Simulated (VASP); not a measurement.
# ZnS3 (Fm-3m) in VASP: a series of runs

Runs on ZnS3. Level: PBE. Tasks: relaxation of cell and atoms, single point.

Everything below comes from runs of VASP 6.6.1. Logs are shortened: lines on timing, memory, paths and dates and some standing lists are left out, and cuts for length are marked.

## (1) The cell of the first run

It takes space group Fm-3m (No. 225, cubic). The conventional cell has a = 6.994 Å, b = 6.994 Å, c = 6.994 Å, α = 90.00°, β = 90.00°, γ = 90.00°. Within 4.0 Å of Zn (site symmetry m-3m) lie 14 S at 3.03 to 3.50 Å. Within 4.0 Å of S (site symmetry m-3m) lie 8 S at 3.03 Å and 6 Zn at 3.50 Å. Within 4.0 Å of S (site symmetry -43m) lie 4 Zn at 3.03 Å and 10 S at 3.03 to 3.50 Å.

## (2) Relaxation of cell and atoms, PBE

The input, INCAR:

```
PREC = Accurate
ENCUT = 600
EDIFF = 1E-6
ISMEAR = 0
SIGMA = 0.1
LREAL = F
LASPH = T
NELM = 60
ALGO = Normal
ISIF = 3
LWAVE = F
LCHARG = F
GGA = PE
IBRION = 2
NSW = 90
EDIFFG = -0.04
```

The input, KPOINTS:

```
regular mesh
0
Gamma
  4 4 4
```

The input, POSCAR:

```
ZnS3
1.0
    0.0000000000      3.4969463200      3.4969463200
    3.4969463200      0.0000000000      3.4969463200
    3.4969463200      3.4969463200      0.0000000000
Zn S
1 3
Direct
    0.0000000000      0.0000000000      0.0000000000
    0.5000000000      0.5000000000      0.5000000000
    0.2500000000      0.2500000000      0.2500000000
    0.7500000000      0.7500000000      0.7500000000
```

Potentials or basis: VASP PAW PBE potentials, release 64 (Zn, S).

Started as:

```console
cat potpaw_PBE.64/Zn/POTCAR potpaw_PBE.64/S/POTCAR > POTCAR
mpirun -np 1 vasp_std > vasp.out
```

OUTCAR:

```text
PREC = Accurate
   ENCUT = 600
   EDIFF = 1E-6
   ISMEAR = 0
   LREAL = F
   LASPH = T
   NELM = 60
   ISIF = 3
   GGA = PE
   IBRION = 2
   NSW = 90
   EDIFFG = -0.04

 ion  position               nearest neighbor table
   1  0.000  0.000  0.000-
   2  0.500  0.500  0.500-
   3  0.250  0.250  0.250-
   4  0.750  0.750  0.750-

  LATTYP: Found a face centered cubic cell.
 ALAT       =     6.9938926400

  Lattice vectors:

 A1 = (   0.0000000000,   3.4969463200,   3.4969463200)
 A2 = (   3.4969463200,   0.0000000000,   3.4969463200)
 A3 = (   3.4969463200,   3.4969463200,   0.0000000000)

Analysis of symmetry for initial positions (statically):
=====================================================================
 Subroutine PRICEL returns:
 Original cell was already a primitive cell.

 Routine SETGRP: Setting up the symmetry group for a
 face centered cubic supercell.

 Subroutine GETGRP returns: Found 48 space group operations
 (whereof 48 operations were pure point group operations)
 out of a pool of 48 trial point group operations.

The static configuration has the point symmetry O_h .

Analysis of symmetry for dynamics (positions and initial velocities):
=====================================================================
 Subroutine PRICEL returns:
 Original cell was already a primitive cell.

 Routine SETGRP: Setting up the symmetry group for a
 face centered cubic supercell.

 Subroutine GETGRP returns: Found 48 space group operations
 (whereof 48 operations were pure point group operations)
 out of a pool of 48 trial point group operations.

The dynamic configuration has the point symmetry O_h .

 Subroutine INISYM returns: Found 48 space group operations
 (whereof 48 operations are pure point group operations),
 and found     1 'primitive' translations

----------------------------------------------------------------------------------------

                                     Primitive cell

  volume of cell :      85.5258

  direct lattice vectors                    reciprocal lattice vectors
     0.000000000  3.496946320  3.496946320    -0.142981892  0.142981892  0.142981892
     3.496946320  0.000000000  3.496946320     0.142981892 -0.142981892  0.142981892
     3.496946320  3.496946320  0.000000000     0.142981892  0.142981892 -0.142981892

  length of vectors
     4.945428913  4.945428913  4.945428913     0.247651901  0.247651901  0.247651901

  position of ions in fractional coordinates (direct lattice)
     0.000000000  0.000000000  0.000000000
     0.500000000  0.500000000  0.500000000
     0.250000000  0.250000000  0.250000000
     0.750000000  0.750000000  0.750000000

  ion indices of the primitive-cell ions
   primitive index   ion index
                 1           1
                 2           2
                 3           3
                 4           4

----------------------------------------------------------------------------------------

 KPOINTS: regular mesh

Automatic generation of k-mesh.
 Grid dimensions read from file:
 generate k-points for:    4    4    4

 Generating k-lattice:

  Cartesian coordinates                     Fractional coordinates (reciprocal lattice)
    -0.035745473  0.035745473  0.035745473     0.250000000  0.000000000  0.000000000
     0.035745473 -0.035745473  0.035745473     0.000000000  0.250000000  0.000000000
     0.035745473  0.035745473 -0.035745473     0.000000000  0.000000000  0.250000000

  Length of vectors
     0.061912975  0.061912975  0.061912975

  Shift w.r.t. Gamma in fractional coordinates (k-lattice)
     0.000000000  0.000000000  0.000000000

 Subroutine IBZKPT returns following result:
 ===========================================

 Found      8 irreducible k-points:

 Following reciprocal coordinates:
            Coordinates               Weight
  0.000000  0.000000  0.000000      1.000000
  0.250000  0.000000  0.000000      8.000000
  0.500000  0.000000  0.000000      4.000000
  0.250000  0.250000  0.000000      6.000000
  0.500000  0.250000  0.000000     24.000000
 -0.250000  0.250000  0.000000     12.000000
  0.500000  0.500000  0.000000      3.000000
 -0.250000  0.500000  0.250000      6.000000
   k-points           NKPTS =      8   k-points in BZ     NKDIM =      8   number of bands    NBANDS=     19
   number of dos      NEDOS =    301   number of ions     NIONS =      4
   total plane-waves  NPLWV =  64000
   dimension x,y,z NGX =    40 NGY =   40 NGZ =   40
   dimension x,y,z NGXF=    80 NGYF=   80 NGZF=   80
   ions per type =               1   3
   NGX,Y,Z   is equivalent  to a cutoff of  13.45, 13.45, 13.45 a.u.
   NGXF,Y,Z  is equivalent  to a cutoff of  26.89, 26.89, 26.89 a.u.
 SYSTEM =  unknown system
   PREC   = accura    normal or accurate (medium, high low for compatibility)
   ISTART =      0    job   : 0-new  1-cont  2-samecut
   ICHARG =      2    charge: 1-file 2-atom 10-const
   ISPIN  =      1    spin polarized calculation?
[... 37 lines left out ...]
 non-spin polarized calculation
 Gauss-broadening in eV      SIGMA  =   0.10
  energy-cutoff  :      600.00
  volume of cell :       85.53
 maximum number of plane-waves:      2884
   NGX = 19   NGY = 19   NGZ = 19

--------------------------------------- Ionic step        1  -------------------------------------------

 number of electron      29.9999983 magnetization

 Free energy of the ion-electron system (eV)
  ---------------------------------------------------
  ext. energy  EPLUGINS =         0.00000000
  ---------------------------------------------------
  free energy    TOTEN  =        -9.62931692 eV

  energy without entropy =       -9.58314762  energy(sigma->0) =       -9.60623227

 E-fermi :   2.8457     XC(G=0):  -9.7507

 val. band max:        2.8404703672   @ k =   0.5000   0.2500   0.0000
 cond. band min:       2.8958281993   @ k =   0.2500   0.0000   0.0000
 fundamental gap:      0.0553578321
 Fermi energy:         2.8457369730

 k-point     1 :       0.0000    0.0000    0.0000
  band No.  band energies     occupation
      1     -10.7879      2.00000
      2      -8.0994      2.00000
      3      -7.5174      2.00000
      4      -3.5593      2.00000
      5      -3.5593      2.00000
      6      -3.5593      2.00000
[... 11 lines left out ...]
     18       2.6284      1.99789
     19       8.9627      0.00000

 k-point     2 :       0.2500    0.0000    0.0000
  band No.  band energies     occupation
      1     -10.4485      2.00000
      2      -8.3758      2.00000
      3      -7.8308      2.00000
      4      -3.5454      2.00000
      5      -3.5454      2.00000
      6      -3.4694      2.00000
[... 194 lines left out ...]
 VOLUME and BASIS-vectors are now :
 -----------------------------------------------------------------------------
  energy-cutoff  :      600.00
  volume of cell :       69.04
      direct lattice vectors                 reciprocal lattice vectors
     0.000000000  3.256053912  3.256053912    -0.153560111  0.153560111  0.153560111
     3.256053912  0.000000000  3.256053912     0.153560111 -0.153560111  0.153560111
     3.256053912  3.256053912 -0.000000000     0.153560111  0.153560111 -0.153560111

 POSITION                                       TOTAL-FORCE (eV/Angst)
 -----------------------------------------------------------------------------------
      0.00000      0.00000      0.00000         0.000000      0.000000      0.000000
      3.25605      3.25605      3.25605         0.000000      0.000000      0.000000
      1.62803      1.62803      1.62803        -0.000000     -0.000000     -0.000000
      4.88408      4.88408      4.88408         0.000000      0.000000      0.000000
 -----------------------------------------------------------------------------------
    total drift:                               -0.000000      0.000000      0.000000

  FREE ENERGIE OF THE ION-ELECTRON SYSTEM (eV)
  ---------------------------------------------------
  free  energy   TOTEN  =       -10.5270529463 eV

  energy  without entropy=      -10.5045739426  energy(sigma->0) =      -10.51581344

--------------------------------------- Ionic step        3  -------------------------------------------

 number of electron      29.9999991 magnetization

 Free energy of the ion-electron system (eV)
  ---------------------------------------------------
  ext. energy  EPLUGINS =         0.00000000
  ---------------------------------------------------
  free energy    TOTEN  =       -10.62033405 eV

  energy without entropy =      -10.59982250  energy(sigma->0) =      -10.61007827

 E-fermi :   6.1196     XC(G=0): -11.1370

 val. band max:        5.8647123368   @ k =  -0.2500   0.2500   0.0000
 cond. band min:       6.1686789352   @ k =   0.5000   0.2500   0.0000
 fundamental gap:      0.3039665984
 Fermi energy:         6.1195600027

 k-point     1 :       0.0000    0.0000    0.0000
  band No.  band energies     occupation
      1      -9.8227      2.00000
      2      -5.0698      2.00000
      3      -4.0413      2.00000
      4      -0.9280      2.00000
      5      -0.9280      2.00000
      6      -0.9280      2.00000
[... 11 lines left out ...]
     18       6.8831      0.00000
     19      11.1969      0.00000

 k-point     2 :       0.2500    0.0000    0.0000
  band No.  band energies     occupation
      1      -9.3067      2.00000
      2      -5.7541      2.00000
      3      -4.6969      2.00000
      4      -0.9028      2.00000
      5      -0.9028      2.00000
      6      -0.6344      2.00000
[... 156 lines left out ...]
 VOLUME and BASIS-vectors are now :
 -----------------------------------------------------------------------------
  energy-cutoff  :      600.00
  volume of cell :       63.91
      direct lattice vectors                 reciprocal lattice vectors
     0.000000000  3.173395722  3.173395722    -0.157559928  0.157559928  0.157559928
     3.173395722  0.000000000  3.173395722     0.157559928 -0.157559928  0.157559928
     3.173395722  3.173395722 -0.000000000     0.157559928  0.157559928 -0.157559928

 POSITION                                       TOTAL-FORCE (eV/Angst)
 -----------------------------------------------------------------------------------
      0.00000      0.00000      0.00000         0.000000      0.000000      0.000000
      3.17340      3.17340      3.17340         0.000000      0.000000      0.000000
      1.58670      1.58670      1.58670        -0.000000     -0.000000     -0.000000
      4.76009      4.76009      4.76009         0.000000      0.000000      0.000000
 -----------------------------------------------------------------------------------
    total drift:                               -0.000000      0.000000      0.000000

  FREE ENERGIE OF THE ION-ELECTRON SYSTEM (eV)
  ---------------------------------------------------
  free  energy   TOTEN  =       -10.6203340466 eV

  energy  without entropy=      -10.5998225030  energy(sigma->0) =      -10.61007827

 reached required accuracy - stopping structural energy minimisation
```

It took 72 s on 1 thread of Intel Xeon 8259CL, shared host; peak memory 0.24 GiB.

Results:

```yaml
Free_energy: -10.6203 eV
Relaxed_volume: 15.98 Å³/atom
Relaxed_cell: a = 4.488 Å, b = 4.488 Å, c = 4.488 Å, α = 60.00°, β = 60.00°, γ = 60.00°
Space_group_after_relaxing_to_0.05_Å: Fm-3m (No. 225)
Energy_gained_by_relaxing: 247.8 meV/atom
Ionic_steps: 3
Pressure_after_relaxing: -0.2 GPa
Band_gap_on_the_k_mesh: zero (band 15 reaches 6.34 eV, above the bottom of band 16 at 5.37 eV)
```

Step by step:
| step | energy change (eV) | largest force (eV/Å) | pressure (GPa) | volume (Å³) |
| --- | --- | --- | --- | --- |
| 1 | 0.0000 | 0.0000 | -10.70 | 85.53 |
| 2 | -0.8977 | 0.0000 | -5.17 | 69.04 |
| 3 | -0.9910 | 0.0000 | -0.19 | 63.91 |

Final structure:
```cif
data_structure
_symmetry_space_group_name_H-M 'P 1'
_symmetry_Int_Tables_number 1
_cell_length_a 4.4879
_cell_length_b 4.4879
_cell_length_c 4.4879
_cell_angle_alpha 60.000
_cell_angle_beta 60.000
_cell_angle_gamma 60.000
_cell_volume 63.91
loop_
_atom_site_label
_atom_site_type_symbol
_atom_site_fract_x
_atom_site_fract_y
_atom_site_fract_z
_atom_site_occupancy
Zn1 Zn 0.00000 0.00000 0.00000 1
S1 S 0.50000 0.50000 0.50000 1
S2 S 0.25000 0.25000 0.25000 1
S3 S 0.75000 0.75000 0.75000 1
```

Levels at points of the mesh, in eV from the Fermi level:
```tsv
k point	band 12	band 13	band 14	band 15	band 16	band 17
(0.00, 0.00, 0.00)	-3.31	-3.31	-3.31	-0.75	-0.75	-0.75
(0.50, 0.00, 0.00)	-3.44	-3.44	-1.52	0.15	0.85	0.85
(0.50, 0.50, 0.00)	-1.37	-0.38	-0.38	0.22	0.78	0.78
```

Caveat: the k points lie up to 0.43 Å⁻¹ apart in the final cell; the volume moved by over 15 % at a fixed basis, so the end points are rough.

## (3) Relaxation of cell and atoms, PBE

This run uses another cell than the first one, of 15.94 Å³/atom, 0.745 times its volume.

The input, INCAR:

```
SYSTEM = ZnS3
ALGO = Normal
EDIFF = 1E-6
EDIFFG = -0.04
ENCUT = 600
GGA = PE
IBRION = 2
ISIF = 3
ISMEAR = 0
LASPH = .TRUE.
LCHARG = .FALSE.
LREAL = .FALSE.
LWAVE = .FALSE.
NELM = 100
NSW = 90
PREC = Accurate
SIGMA = 0.1
```

The input, KPOINTS:

```
k-points
0
G
  6 6 6
  0 0 0
```

The input, POSCAR:

```
ZnS3
1.0
    0.0000000000      3.1707717589      3.1707717589
    3.1707717589      0.0000000000      3.1707717589
    3.1707717589      3.1707717589      0.0000000000
Zn S
1 3
Direct
    0.0000000000      0.0000000000      0.0000000000
    0.5000000000      0.5000000000      0.5000000000
    0.2500000000      0.2500000000      0.2500000000
    0.7500000000      0.7500000000      0.7500000000
```

Potentials or basis: VASP PAW PBE potentials, release 64 (Zn, S).

Started as:

```console
cat potpaw_PBE.64/Zn/POTCAR potpaw_PBE.64/S/POTCAR > POTCAR
mpirun -np 1 vasp_std > vasp.out
```

Wall time 51 s (1 thread of Intel Xeon 8259CL, shared host); peak memory 0.21 GiB.

Results (log left out):

* Free energy: -10.6295 eV
* Relaxed volume: 16.10 Å³/atom
* Relaxed cell: a = 4.500 Å, b = 4.500 Å, c = 4.500 Å, α = 60.00°, β = 60.00°, γ = 60.00°
* Space group after relaxing (to 0.05 Å): Fm-3m (No. 225)
* Energy gained by relaxing: 0.3 meV/atom
* Ionic steps: 2
* Pressure after relaxing: 0.0 GPa
* Band gap on the k mesh: zero (band 15 reaches 6.24 eV, above the bottom of band 16 at 5.29 eV)

Step by step:
| step | energy change (eV) | largest force (eV/Å) | pressure (GPa) | volume (Å³) |
| --- | --- | --- | --- | --- |
| 1 | 0.0000 | 0.0000 | 0.71 | 63.76 |
| 2 | -0.0014 | 0.0000 | -0.02 | 64.41 |

Final structure:
```xyz
4
Lattice="0.0000 3.1816 3.1816 3.1816 0.0000 3.1816 3.1816 3.1816 0.0000" Properties=species:S:1:pos:R:3 pbc="T T T"
Zn    3.1816    3.1816    6.3633
S     3.1816    3.1816    3.1816
S     1.5908    1.5908    1.5908
S     4.7724    4.7724    4.7724
```

Levels at points of the mesh, in eV from the Fermi level:
```
           k point  band 12  band 13  band 14  band 15  band 16  band 17  band 18  band 19
(0.00, 0.00, 0.00)    -3.30    -3.30    -3.30    -0.75    -0.75    -0.75     0.71     5.09
(0.50, 0.00, 0.00)    -3.42    -3.42    -1.53     0.13     0.83     0.83     2.98     4.95
(0.50, 0.50, 0.00)    -1.38    -0.40    -0.40     0.19     0.76     0.76     2.20     7.17
```

## (4) Single point, PBE

This run uses another cell than the first one, of 16.09 Å³/atom, 0.753 times its volume.

The input, INCAR:

```
SYSTEM = ZnS3
PREC = Accurate
ENCUT = 520
EDIFF = 1E-7
ISMEAR = 0
SIGMA = 0.1
LREAL = .FALSE.
LASPH = .TRUE.
NELM = 100
ALGO = Normal
ISIF = 2
LWAVE = .FALSE.
LCHARG = .TRUE.
GGA = PE
LELF = .TRUE.
LVHAR = .TRUE.
NBANDS = 23
```

The input, KPOINTS:

```
Automatic mesh
0
G
  12 12 12
  0 0 0
```

The input, POSCAR:

```
ZnS3
1.0
    0.0000000000      3.1808552075      3.1808552075
    3.1808552075      0.0000000000      3.1808552075
    3.1808552075      3.1808552075      0.0000000000
Zn S
1 3
Direct
    0.0000000000      0.0000000000      0.0000000000
    0.5000000000      0.5000000000      0.5000000000
    0.2500000000      0.2500000000      0.2500000000
    0.7500000000      0.7500000000      0.7500000000
```

Started as:

```console
cat potpaw_PBE.64/Zn/POTCAR potpaw_PBE.64/S/POTCAR > POTCAR
mpirun -np 1 vasp_std > vasp.out
```

Run time: 2.5 min. Hardware: 1 thread of Intel Xeon 8259CL, shared host; peak memory 0.25 GiB.

The run converged. Its results:

```
Free energy            : -10.6416 eV
Pressure               : 0.0 GPa
Band gap on the k mesh : zero (band 15 reaches 6.41 eV, above the bottom of band 16 at 5.11 eV)
```

Levels at points of the mesh, in eV from the Fermi level:
```tsv
k point	band 12	band 13	band 14	band 15	band 16	band 17	band 18	band 19
(0.00, 0.00, 0.00)	-3.26	-3.26	-3.26	-0.71	-0.71	-0.71	0.78	5.14
(0.50, 0.00, 0.00)	-3.37	-3.37	-1.49	0.17	0.87	0.87	3.03	5.00
(0.50, 0.50, 0.00)	-1.35	-0.35	-0.35	0.24	0.80	0.80	2.26	7.22
```

## (5) Relaxation of cell and atoms, PBE

This run uses another cell than the first one, of 16.09 Å³/atom, 0.753 times its volume.

The input, INCAR:

```
PREC     = Accurate       # precision mode
ENCUT    = 600            # plane-wave cutoff, eV
EDIFF    = 1E-6           # SCF threshold, eV
ISMEAR   = 0              # smearing method
SIGMA    = 0.1            # smearing width, eV
LREAL    = F              # projectors in reciprocal space
LASPH    = T              # aspherical terms in the spheres
NELM     = 60             # most SCF steps
ALGO     = Normal         # electronic algorithm
ISIF     = 3              # what is computed and relaxed
LWAVE    = F              # write WAVECAR
LCHARG   = F              # write CHGCAR
GGA      = PE             # functional
IBRION   = 2              # ionic algorithm
NSW      = 100            # ionic steps
EDIFFG   = -0.01          # ionic threshold
```

The input, KPOINTS:

```
regular mesh
0
Gamma
  12 12 12
```

POSCAR is that of step 4.

Started as:

```console
cat potpaw_PBE.64/Zn/POTCAR potpaw_PBE.64/S/POTCAR > POTCAR
mpirun -np 1 vasp_std > vasp.out
```

It took 1.8 min on 1 thread of Intel Xeon 8259CL, shared host; peak memory 0.26 GiB.

Results (log left out):

```
Free energy             : -10.6420 eV
Pressure after relaxing : 0.0 GPa
Band gap on the k mesh  : zero (band 15 reaches 6.41 eV, above the bottom of band 16 at 5.11 eV)
```

Final structure:
```cif
data_structure
_symmetry_space_group_name_H-M 'P 1'
_symmetry_Int_Tables_number 1
_cell_length_a 4.4984
_cell_length_b 4.4984
_cell_length_c 4.4984
_cell_angle_alpha 60.000
_cell_angle_beta 60.000
_cell_angle_gamma 60.000
_cell_volume 64.37
loop_
_atom_site_label
_atom_site_type_symbol
_atom_site_fract_x
_atom_site_fract_y
_atom_site_fract_z
_atom_site_occupancy
Zn1 Zn 0.00000 0.00000 0.00000 1
S1 S 0.50000 0.50000 0.50000 1
S2 S 0.25000 0.25000 0.25000 1
S3 S 0.75000 0.75000 0.75000 1
```

Levels at points of the mesh, in eV from the Fermi level:
| k point | band 12 | band 13 | band 14 | band 15 | band 16 | band 17 | band 18 | band 19 |
| --- | --- | --- | --- | --- | --- | --- | --- | --- |
| (0.00, 0.00, 0.00) | -3.26 | -3.26 | -3.26 | -0.71 | -0.71 | -0.71 | 0.78 | 5.14 |
| (0.50, 0.00, 0.00) | -3.37 | -3.37 | -1.49 | 0.17 | 0.87 | 0.87 | 3.03 | 5.00 |
| (0.50, 0.50, 0.00) | -1.35 | -0.35 | -0.35 | 0.24 | 0.80 | 0.80 | 2.26 | 7.22 |

Caveat: the relaxation stopped at its first step, so nothing moved.

## (6) Overview

| task | cell | k mesh | cutoff (eV) | gap on the mesh (eV) | pressure (GPa) | relaxed volume (Å³/atom) |
| --- | --- | --- | --- | --- | --- | --- |
| relaxation of cell and atoms | relaxed from a = 4.945 Å, angles 60.0°, 4 atoms | 4 × 4 × 4 | 600 | none | -0.2 | 15.98 |
| relaxation of cell and atoms | relaxed from a = 4.484 Å, angles 60.0°, 4 atoms | 6 × 6 × 6 | 600 | none | 0.0 | 16.10 |
| single point | a = 4.498 Å, angles 60.0°, 4 atoms | 12 × 12 × 12 | 520 | none | 0.0 | - |
| relaxation of cell and atoms | relaxed from a = 4.498 Å, angles 60.0°, 4 atoms | 12 × 12 × 12 | 600 | none | 0.0 | - |

Alike in all rows: level PBE; potentials or basis VASP PAW PBE potentials, release 64 (Zn, S); no spin polarisation; smearing gaussian 0.1 eV.

Caveats: some runs use coarse meshes; the volume moved by over 15 % at a fixed basis, so the end points are rough (some runs); the relaxation stopped at its first step, so nothing moved (some runs).

Total energies depend on the potentials used, so only differences within one code and one set of settings carry meaning.
